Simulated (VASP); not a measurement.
Wanted: the native input for a VASP 6.6.1 run.

* Task: single point
* Functional: LDA
* Potentials or basis: VASP PAW LDA potentials, release 64 (Al, Ga_d, N)
* Cutoff: 520 eV
* k mesh: 8 × 8 × 6
* Occupations: gaussian, width 0.02 eV
* Spin: no spin polarisation
* Dipole correction: no
* Further INCAR settings: ALGO = Normal; EDIFF = 1e-06; NBANDS = 21

The structure of AlGaN2 lies in POSCAR:

```
AlGaN2
1.0
    3.2398979258      0.0000000000      0.0000000000
    0.0000000000      3.2398979258      0.0000000000
    0.0000000000      0.0000000000      4.2791062679
Al Ga N
1 1 2
Direct
    0.5000000000      0.5000000000      0.5000000000
    0.0000000000      0.0000000000      0.0000000000
    0.5000000000      0.0000000000      0.7393702606
    0.0000000000      0.5000000000      0.2606297394
```

This cell differs from its parent crystal: biaxial strain in the a-b plane: +4.0 %.

The input as run:

INCAR

```
PREC = Accurate ; ENCUT = 520
EDIFF = 1E-6 ; ISMEAR = 0
SIGMA = 0.02 ; LREAL = False
LASPH = True ; NELM = 60
ALGO = Normal ; ISIF = 2
LWAVE = False ; LCHARG = False
NBANDS = 21
```

KPOINTS

```
Automatic mesh
0
Gamma
  8 8 6
```

Potentials or basis: VASP PAW LDA potentials, release 64 (Al, Ga_d, N).

Command:

```sh
$ cat potpaw_LDA.64/Al/POTCAR potpaw_LDA.64/Ga_d/POTCAR potpaw_LDA.64/N/POTCAR > POTCAR
$ mpirun -np 1 vasp_std > vasp.out
```

It gave:

| Item | Value |
| --- | --- |
| Pressure | -9.7 GPa |
| Largest force | 0.053 eV/Å |
| Band gap on the k mesh | 2.69 eV, direct |

Caveat: the cell differs from its parent crystal (biaxial strain in the a-b plane: +4.0 %).

Run time: 19 s on 1 thread of Intel(R) Xeon(R) Platinum 8375C CPU @ 2.90GHz (Ice Lake), on a shared host, peak memory 0.17 GiB.
